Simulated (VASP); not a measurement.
# Al4Ni4HC in VASP: a series of runs

Al4Ni4HC is run at these levels: PBEsol; tasks: single point.

Everything below comes from runs of VASP 6.6.1. Logs are shortened: lines on timing, memory, paths and dates and some standing lists are left out, and cuts for length are marked.

### 1 The cell of the first run

The cell holds a slab with vacuum, 10 atoms: a = 2.862 Å, b = 4.048 Å, c = 26.172 Å, α = 90.00°, β = 90.00°, γ = 90.00°.

### 2 Single point, PBEsol

INCAR

```
SYSTEM = Al4Ni4HC
ALGO = Normal ; DIPOL = 0.5 0.5 0.478
EDIFF = 1E-7 ; ENCUT = 520
GGA = PS ; IDIPOL = 3
ISIF = 2 ; ISMEAR = 0
LASPH = .TRUE. ; LCHARG = .FALSE.
LDIPOL = .TRUE. ; LREAL = .FALSE.
LWAVE = .FALSE. ; NBANDS = 40
NELM = 80 ; PREC = Accurate
SIGMA = 0.1
```

KPOINTS

```
k-points
0
G
  10 7 1
  0 0 0
```

POSCAR

```
Al4Ni4HC
1.0
    2.8621655520      0.0000000000      0.0000000000
    0.0000000000      4.0477133414      0.0000000000
    0.0000000000      0.0000000000     26.1715700121
Al Ni C H
4 4 1 1
Direct
    0.0000000000      0.5000000000      0.3247799041
    0.0000000000      0.0000000000      0.4021102542
    0.0000000000      0.5092596414      0.4781561029
    0.0000000000      0.0297365605      0.5637528488
    0.5000000000      0.0000000000      0.3247799041
    0.5000000000      0.5000000000      0.4021102542
    0.5000000000      0.0070243424      0.4795163296
    0.5000000000      0.5524573760      0.5511844558
    0.5000000000      0.2467429555      0.6047907980
    0.5000000000      0.2972345185      0.6460253014
```

Potentials or basis: VASP PAW PBE potentials, release 64 (Al, Ni, C, H).

Run with:

```
cat potpaw_PBE.64/Al/POTCAR potpaw_PBE.64/Ni/POTCAR potpaw_PBE.64/C/POTCAR potpaw_PBE.64/H/POTCAR > POTCAR
mpirun -np 1 vasp_std > vasp.out
```

OUTCAR:

```text
SYSTEM = Al4Ni4HC
   EDIFF = 1E-7
   ENCUT = 520
   GGA = PS
   ISIF = 2
   ISMEAR = 0
   LASPH = .TRUE.
   LREAL = .FALSE.
   NELM = 80
   PREC = Accurate

 ion  position               nearest neighbor table
   1  0.000  0.500  0.325-   5 2.48   5 2.48   5 2.48   5 2.48   6 2.48   6 2.48   2 2.86   2 2.86

   2  0.000  0.000  0.402-   6 2.48   6 2.48   6 2.48   6 2.48   5 2.48   5 2.48   7 2.48   7 2.48
                             3 2.81   1 2.86   1 2.86   3 2.87
   3  0.000  0.509  0.478-   8 2.39   8 2.39   6 2.45   6 2.45   7 2.47   7 2.47   7 2.49   7 2.49
                             2 2.81   2 2.87   4 2.96   4 3.08
   4  0.000  0.030  0.564-   9 1.99   9 1.99   8 2.43   8 2.43   8 2.58   8 2.58   7 2.63   7 2.63
                             3 2.96   3 3.08
   5  0.500  0.000  0.325-   1 2.48   1 2.48   1 2.48   1 2.48   2 2.48   2 2.48   6 2.86   6 2.86

   6  0.500  0.500  0.402-   3 2.45   3 2.45   2 2.48   2 2.48   2 2.48   2 2.48   1 2.48   1 2.48
                             7 2.84   5 2.86   5 2.86   7 2.88
   7  0.500  0.007  0.480-   3 2.47   3 2.47   2 2.48   2 2.48   3 2.49   3 2.49   8 2.63   4 2.63
                             4 2.63   6 2.84   6 2.88   8 2.90
   8  0.500  0.552  0.551-   9 1.87   3 2.39   3 2.39   4 2.43   4 2.43   4 2.58   4 2.58   7 2.63
                             7 2.90
   9  0.500  0.247  0.605-  10 1.10   8 1.87   4 1.99   4 1.99
  10  0.500  0.297  0.646-   9 1.10

  LATTYP: Found a simple orthorhombic cell.
 ALAT       =     2.8621655520
 B/A-ratio  =     1.4142135624
 C/A-ratio  =     9.1439749157

  Lattice vectors:

 A1 = (   2.8621655520,   0.0000000000,   0.0000000000)
 A2 = (   0.0000000000,   4.0477133414,   0.0000000000)
 A3 = (   0.0000000000,   0.0000000000,  26.1715700121)

Analysis of symmetry for initial positions (statically):
=====================================================================
 Subroutine PRICEL returns:
 Original cell was already a primitive cell.

 Routine SETGRP: Setting up the symmetry group for a
 simple orthorhombic supercell.

 Subroutine GETGRP returns: Found  2 space group operations
 (whereof  2 operations were pure point group operations)
 out of a pool of  8 trial point group operations.

The static configuration has the point symmetry C_1h.

Analysis of symmetry for dynamics (positions and initial velocities):
=====================================================================
 Subroutine PRICEL returns:
 Original cell was already a primitive cell.

 Routine SETGRP: Setting up the symmetry group for a
 simple orthorhombic supercell.
[... 137 lines left out ...]
   IALGO  =     38    algorithm
   IMIX   =      4    mixing-type and parameters
     AMIX     =   0.40;   BMIX     =  1.00
     AMIX_MAG =   1.60;   BMIX_MAG =  1.00
  volume/ion in A,a.u.               =      30.32       204.61
  Fermi-wavevector in a.u.,A,eV,Ry     =   0.937825  1.772232 11.966532  0.879515
  Thomas-Fermi vector in A             =   2.064975
   LORBIT       =      0    0 simple, 1 ext, 2 COOP (PROOUT), +10 PAW based schemes
   GGA     = PS    functional components
   LHFCALC =     F    Hartree Fock is set to
   AEXX    =    0.0000 exact exchange contribution
   IVDW    =     0    specifies the selected vdW correction
   LEPSILON=     F    determine dielectric tensor
   LRPA    =     F    only Hartree local field effects (RPA)
 non-spin polarized calculation
 Gauss-broadening in eV      SIGMA  =   0.10
  energy-cutoff  :      520.00
  volume of cell :      303.20
 maximum number of plane-waves:      8217
 NGX is ok and might be reduce to    24
   NGX = 11   NGY = 15   NGZ = 97

 dipolmoment           0.000000      0.000000      0.009125 electrons x Angstroem

 number of electron      57.0000002 magnetization

 dipolmoment           0.000000      0.000000     -0.044481 electrons x Angstroem

 Free energy of the ion-electron system (eV)
  ---------------------------------------------------
  ext. energy  EPLUGINS =         0.00000000
  ---------------------------------------------------
  free energy    TOTEN  =       -55.22508587 eV

  energy without entropy =      -55.19929827  energy(sigma->0) =      -55.21219207

 E-fermi :   0.2113     XC(G=0):  -4.9066

 val. band max:        0.2056315813   @ k =   0.5000   0.0000   0.0000
 cond. band min:       0.2310172442   @ k =   0.4000   0.4286   0.0000
 fundamental gap:      0.0253856629
 Fermi energy:         0.2112715941

 k-point     1 :       0.0000    0.0000    0.0000
  band No.  band energies     occupation
      1     -12.2297      2.00000
      2     -10.3882      2.00000
      3      -8.7630      2.00000
      4      -7.1046      2.00000
      5      -5.6741      2.00000
      6      -4.0768      2.00000
[... 1021 lines left out ...]
     39       5.1825      0.00000
     40       5.9848      0.00000

------------------------ aborting loop because EDIFF is reached ----------------------------------------

 vacuum level on the upper side and lower side of the slab       (xc-potential included)        -0.419         0.264

  FORCE on cell =-STRESS in cart. coord.  units (eV):
  Direction    XX          YY          ZZ          XY          YZ          ZX
  --------------------------------------------------------------------------------------
  -------------------------------------------------------------------------------------
  Total       -1.8266911     -1.3956738     -0.2285600      0.0000000     -0.0738101      0.0000000
  in kB       -9.6525358     -7.3749694     -1.2077488      0.0000000     -0.3900246      0.0000000
  external PRESSURE =      -6.0784180 kB  Pullay stress =       0.0000000 kB

 VOLUME and BASIS-vectors are now :
 -----------------------------------------------------------------------------
  energy-cutoff  :      520.00
  volume of cell :      303.20
      direct lattice vectors                 reciprocal lattice vectors
     2.862165552  0.000000000  0.000000000     0.349385800  0.000000000  0.000000000
     0.000000000  4.047713341  0.000000000     0.000000000  0.247053068  0.000000000
     0.000000000  0.000000000 26.171570012     0.000000000  0.000000000  0.038209400

 POSITION                                       TOTAL-FORCE (eV/Angst)
 -----------------------------------------------------------------------------------
      0.00000      2.02386      8.50000         0.000000      0.011924     -0.533738
      0.00000      0.00000     10.52386         0.000000      0.075499     -0.428990
      0.00000      2.06134     12.51410         0.000000      0.018973     -0.012912
      0.00000      0.12037     14.75430         0.000000      0.002560     -0.007088
      1.43108      0.00000      8.50000         0.000000     -0.010747      0.679540
      1.43108      2.02386     10.52386         0.000000     -0.069204      0.263265
      1.43108      0.02843     12.54970         0.000000     -0.015118      0.029173
      1.43108      2.23619     14.42536         0.000000      0.017572     -0.005596
      1.43108      0.99874     15.82832         0.000000     -0.040172     -0.001920
      1.43108      1.20312     16.90750         0.000000      0.008713      0.018266
 -----------------------------------------------------------------------------------
    total drift:                                0.000000      0.000349      0.001005

  FREE ENERGIE OF THE ION-ELECTRON SYSTEM (eV)
  ---------------------------------------------------
  free  energy   TOTEN  =       -55.2250858691 eV

  energy  without entropy=      -55.1992982662  energy(sigma->0) =      -55.21219207

 vacuum level on the upper side and lower side of the slab         4.457         5.148
```

OSZICAR:

```text
N       E                     dE             d eps       ncg     rms          rms(c)
DAV:   1     0.373661732948E+03    0.37366E+03   -0.22660E+04  1920   0.125E+03
DAV:   2    -0.259140646976E+02   -0.39958E+03   -0.38378E+03  2104   0.303E+02
DAV:   3    -0.640162230714E+02   -0.38102E+02   -0.36883E+02  2704   0.115E+02
[... 29 lines left out ...]
DAV:  33    -0.552250850415E+02   -0.25689E-05   -0.12152E-07  1592   0.165E-03    0.326E-04
DAV:  34    -0.552250855256E+02   -0.48413E-06   -0.18904E-08  1544   0.103E-03    0.195E-04
DAV:  35    -0.552250856869E+02   -0.16128E-06   -0.54110E-09  1400   0.712E-04    0.138E-04
DAV:  36    -0.552250857948E+02   -0.10788E-06   -0.26987E-09  1392   0.405E-04    0.169E-04
DAV:  37    -0.552250858691E+02   -0.74316E-07   -0.25934E-09  1336   0.582E-04
   1 F= -.55225086E+02 E0= -.55212192E+02  d E =-.257876E-01
```

Run time: 6.7 min. Hardware: 1 thread of Intel Xeon 6975P-C (Granite Rapids), shared host; peak memory 0.52 GiB.

Results:

| Quantity | Value |
| --- | --- |
| Free energy | -55.2251 eV |
| Largest force | 0.680 eV/Å |
| Band gap on the k mesh | zero (an odd number of electrons rules out a gap without spin polarisation) |

Forces in eV/Å, atoms in the order of the input:
```
Al   0.000  0.012 -0.534
Al   0.000  0.075 -0.429
Al   0.000  0.019 -0.013
Al   0.000  0.003 -0.007
Ni   0.000 -0.011  0.680
Ni   0.000 -0.069  0.263
Ni   0.000 -0.015  0.029
Ni   0.000  0.018 -0.006
C    0.000 -0.040 -0.002
H    0.000  0.009  0.018
```

Caveat: the PAW data sets were made with another functional, which shifts forces and pressure a little. Spin polarisation is off, so any magnetic state and its effect on volume and gap are missing.

(Continued in part 2 of 2.)

The gap in the log of VASP goes by the Fermi energy; the results here count the filled bands.